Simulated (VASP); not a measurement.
# OH in VASP: single point with PBE+D3(BJ)

Aim: the single point of OH with PBE+D3(BJ).

All numbers are computed with VASP 6.6.1; they aren't measurements. Logs are shortened: lines on timing, memory, paths and dates and some standing lists are left out, and cuts for length are marked.

## 1. The cell of the first run

The cell holds a molecule in a box, 2 atoms: a = 15.000 Å, b = 15.500 Å, c = 16.000 Å, α = 90.00°, β = 90.00°, γ = 90.00°.

## 2. Single point, PBE+D3(BJ), collinear spin, ferromagnetic start

Contents of INCAR:

```
  PREC = Accurate
  ENCUT = 520
  EDIFF = 1E-6
  ISMEAR = 0
  SIGMA = 0.005
  LREAL = False
  LASPH = True
  NELM = 150
  ALGO = Normal
  ISIF = 2
  LWAVE = False
  LCHARG = True
  ISPIN = 2
  MAGMOM = 1 0
  LORBIT = 11
  GGA = PE
  IVDW = 12
  LELF = True
  LVHAR = True
  NBANDS = 14
  ISYM = 0
```

Contents of KPOINTS:

```
Automatic mesh
0
Gamma
  1 1 1
```

Contents of POSCAR:

```
HO
1.0
   15.0000000000      0.0000000000      0.0000000000
    0.0000000000     15.5000000000      0.0000000000
    0.0000000000      0.0000000000     16.0000000000
O H
1 1
Direct
    0.4875691992      0.4989729509      0.4715619184
    0.5124308008      0.5010270491      0.5284380816
```

Potentials or basis: VASP PAW PBE potentials, release 64 (O, H).

Command:

```console
cat potpaw_PBE.64/O/POTCAR potpaw_PBE.64/H/POTCAR > POTCAR
mpirun -np 1 vasp_gam > vasp.out
```

OUTCAR:

```text
PREC = Accurate
   ENCUT = 520
   EDIFF = 1E-6
   ISMEAR = 0
   LREAL = False
   LASPH = True
   NELM = 150
   ISIF = 2
   ISPIN = 2
   LORBIT = 11
   GGA = PE
   IVDW = 12
   ISYM = 0
 IVDW          = 12

 ion  position               nearest neighbor table
   1  0.488  0.499  0.472-   2 0.98
   2  0.512  0.501  0.528-   1 0.98

IMPORTANT INFORMATION: All symmetrisations will be switched off!
NOSYMM: (Re-)initialisation of all symmetry stuff for point group C_1.

----------------------------------------------------------------------------------------

                                     Primitive cell

  volume of cell :    3720.0000

  direct lattice vectors                    reciprocal lattice vectors
    15.000000000  0.000000000  0.000000000     0.066666667  0.000000000  0.000000000
     0.000000000 15.500000000  0.000000000     0.000000000  0.064516129  0.000000000
     0.000000000  0.000000000 16.000000000     0.000000000  0.000000000  0.062500000

  length of vectors
    15.000000000 15.500000000 16.000000000     0.066666667  0.064516129  0.062500000

  position of ions in fractional coordinates (direct lattice)
     0.487569199  0.498972951  0.471561918
     0.512430801  0.501027049  0.528438082

  ion indices of the primitive-cell ions
   primitive index   ion index
                 1           1
                 2           2

----------------------------------------------------------------------------------------

 KPOINTS: Automatic mesh

Automatic generation of k-mesh.
 Grid dimensions read from file:
 generate k-points for:    1    1    1

 Generating k-lattice:

  Cartesian coordinates                     Fractional coordinates (reciprocal lattice)
     0.066666667  0.000000000  0.000000000     1.000000000  0.000000000  0.000000000
     0.000000000  0.064516129  0.000000000     0.000000000  1.000000000  0.000000000
     0.000000000  0.000000000  0.062500000     0.000000000  0.000000000  1.000000000

  Length of vectors
     0.066666667  0.064516129  0.062500000

  Shift w.r.t. Gamma in fractional coordinates (k-lattice)
     0.000000000  0.000000000  0.000000000

 Subroutine IBZKPT returns following result:
 ===========================================

 Found      1 irreducible k-points:

 Following reciprocal coordinates:
            Coordinates               Weight
  0.000000  0.000000  0.000000      1.000000
   k-points           NKPTS =      1   k-points in BZ     NKDIM =      1   number of bands    NBANDS=     14
   number of dos      NEDOS =    301   number of ions     NIONS =      2
   total plane-waves  NPLWV = ******
   dimension x,y,z NGX =   112 NGY =  120 NGZ =  120
   dimension x,y,z NGXF=   224 NGYF=  240 NGZF=  240
   ions per type =               1   1
   NGX,Y,Z   is equivalent  to a cutoff of  12.41, 12.87, 12.47 a.u.
   NGXF,Y,Z  is equivalent  to a cutoff of  24.83, 25.74, 24.94 a.u.
 SYSTEM =  unknown system
   PREC   = accura    normal or accurate (medium, high low for compatibility)
   ISTART =      0    job   : 0-new  1-cont  2-samecut
   ICHARG =      2    charge: 1-file 2-atom 10-const
   ISPIN  =      2    spin polarized calculation?
   LNONCOLLINEAR =      F non collinear calculations
   LSORBIT =      F    spin-orbit coupling
   LASPH  =      T    aspherical Exc in radial PAW
   ENCUT  =  520.0 eV  38.22 Ry    6.18 a.u.  27.89 28.82 29.75*2*pi/ulx,y,z
   NELM   =    150;   NELMIN=  2; NELMDL= -5     # of ELM steps
   EDIFF  = 0.1E-05   stopping-criterion for ELM
   LREAL  =      F    real-space projection
   EDIFFG = 0.1E-04   stopping-criterion for IOM
   NSW    =      0    number of steps for IOM
   IBRION =     -1    ionic relax: 0-MD 1-quasi-New 2-CG
   NFREE  =      0    steps in history (QN), initial steepest desc. (CG)
   ISIF   =      2    stress and relaxation
   ISYM   =      0    0-nonsym 1-usesym 2-fastsym
   POTIM  = 0.5000    time-step for ionic-motion
   TEBEG  =    0.0;   TEEND  =   0.0 temperature during run
   PSTRESS=    0.0 pullay stress
   NELECT =       7.0000    total number of electrons
   NUPDOWN=      -1.0000    fix difference up-down
   EMIN   =  10.00;   EMAX   =-10.00  energy-range for DOS
   EFERMI =   0.00;   METHOD = LEGACY
   ISMEAR =     0;   SIGMA  =   0.01  broadening in eV -4-tet -1-fermi 0-gaus
   EFERMI_NEDOS =   21; number of points for ismear=-14 and -15
   IALGO  =     38    algorithm
   IMIX   =      4    mixing-type and parameters
     AMIX     =   0.40;   BMIX     =  1.00
     AMIX_MAG =   1.60;   BMIX_MAG =  1.00
  volume/ion in A,a.u.               =    1860.00     12551.90
  Fermi-wavevector in a.u.,A,eV,Ry     =   0.202113  0.381937  0.555791  0.040849
  Thomas-Fermi vector in A             =   0.958629
   LORBIT       =     11    0 simple, 1 ext, 2 COOP (PROOUT), +10 PAW based schemes
   GGA     = PE    functional components
   LHFCALC =     F    Hartree Fock is set to
   AEXX    =    0.0000 exact exchange contribution
   IVDW    =    12    specifies the selected vdW correction
   LEPSILON=     F    determine dielectric tensor
   LRPA    =     F    only Hartree local field effects (RPA)
 spin polarized calculation
 Gauss-broadening in eV      SIGMA  =   0.01
  energy-cutoff  :      520.00
  volume of cell :     3720.00
 maximum number of plane-waves:     50071
 NGX is ok and might be reduce to   112
   NGX = 55   NGY = 57   NGZ = 59

 number of electron       6.9999998 magnetization       1.0000000

 Free energy of the ion-electron system (eV)
  ---------------------------------------------------
  ext. energy  EPLUGINS =         0.00000000
  ---------------------------------------------------
  free energy    TOTEN  =        -7.75063085 eV

  energy without entropy =       -7.75063085  energy(sigma->0) =       -7.75063085

 E-fermi :  -7.2802     XC(G=0):  -0.1451

 val. band max:       -7.3340494713   @ k =   0.0000   0.0000   0.0000
 cond. band min:      -6.4133377346   @ k =   0.0000   0.0000   0.0000
 fundamental gap:      0.9207117367
 Fermi energy:        -7.2801862212

 spin component 1

 k-point     1 :       0.0000    0.0000    0.0000
  band No.  band energies     occupation
      1     -25.4105      1.00000
      2     -11.6098      1.00000
      3      -9.9487      1.00000
      4      -7.9555      1.00000
      5      -0.8392      0.00000
      6       0.0921      0.00000
      7       0.4911      0.00000
      8       0.5174      0.00000
      9       0.5490      0.00000
     10       0.5933      0.00000
     11       0.6298      0.00000
     12       0.8463      0.00000
     13       1.0259      0.00000
     14       1.0423      0.00000
 Fermi energy:        -7.2801862212

 spin component 2

 k-point     1 :       0.0000    0.0000    0.0000
  band No.  band energies     occupation
      1     -23.8386      1.00000
      2     -10.9806      1.00000
      3      -7.3340      1.00000
      4      -6.4133      0.00000
      5      -0.7051      0.00000
      6       0.1040      0.00000
      7       0.5050      0.00000
      8       0.5265      0.00000
      9       0.5911      0.00000
     10       0.5946      0.00000
     11       0.6319      0.00000
     12       0.8599      0.00000
     13       1.0426      0.00000
     14       1.0861      0.00000

------------------------ aborting loop because EDIFF is reached ----------------------------------------

 Edisp (eV)   -0.00414

 E8    (eV) :    -0.0010

  FORCE on cell =-STRESS in cart. coord.  units (eV):
  Direction    XX          YY          ZZ          XY          YZ          ZX
  --------------------------------------------------------------------------------------
  -------------------------------------------------------------------------------------
  Total      -0.02567    -0.04491     0.05888     0.00046     0.00430     0.04382
  in kB      -0.01106    -0.01934     0.02536     0.00020     0.00185     0.01888
  external pressure =       -0.00 kB  Pullay stress =        0.00 kB

 VOLUME and BASIS-vectors are now :
 -----------------------------------------------------------------------------
  energy-cutoff  :      520.00
  volume of cell :     3720.00
      direct lattice vectors                 reciprocal lattice vectors
    15.000000000  0.000000000  0.000000000     0.066666667  0.000000000  0.000000000
     0.000000000 15.500000000  0.000000000     0.000000000  0.064516129  0.000000000
     0.000000000  0.000000000 16.000000000     0.000000000  0.000000000  0.062500000

 POSITION                                       TOTAL-FORCE (eV/Angst)
 -----------------------------------------------------------------------------------
      7.31354      7.73408      7.54499        -0.047411     -0.003805     -0.114542
      7.68646      7.76592      8.45501         0.047411      0.003805      0.114542
 -----------------------------------------------------------------------------------
    total drift:                                0.000353      0.000268      0.000613

  FREE ENERGIE OF THE ION-ELECTRON SYSTEM (eV)
  ---------------------------------------------------
  free  energy   TOTEN  =        -7.7547743670 eV

  energy  without entropy=       -7.7547743670  energy(sigma->0) =       -7.75477437

 total charge

# of ion       s       p       d       tot
------------------------------------------
    1        1.600   3.247   0.000   4.848
    2        0.619   0.112   0.000   0.731
--------------------------------------------------
tot          2.219   3.359   0.000   5.579

 magnetization (x)

# of ion       s       p       d       tot
------------------------------------------
    1        0.011   0.757   0.000   0.768
    2       -0.014   0.010   0.000  -0.004
--------------------------------------------------
tot         -0.003   0.767   0.000   0.764
```

It took 24 min on 1 thread of Intel Xeon 8259CL, shared host; peak memory 3.5 GiB.

What came out:

| Property | Result |
| --- | --- |
| Free energy | -7.7548 eV |
| Largest force | 0.124 eV/Å |
| Gap between the frontier levels | 0.92 eV |
| Net moment | 1.00 μB per cell |
| Site moments | O +0.77; H -0.00 μB |
| Valence electrons inside the program's atomic spheres | O 4.85; H 0.73 |
| Dispersion energy per atom | -0.002 eV |

Forces on the atoms (eV/Å):
```
O   -0.047 -0.004 -0.115
H    0.047  0.004  0.115
```
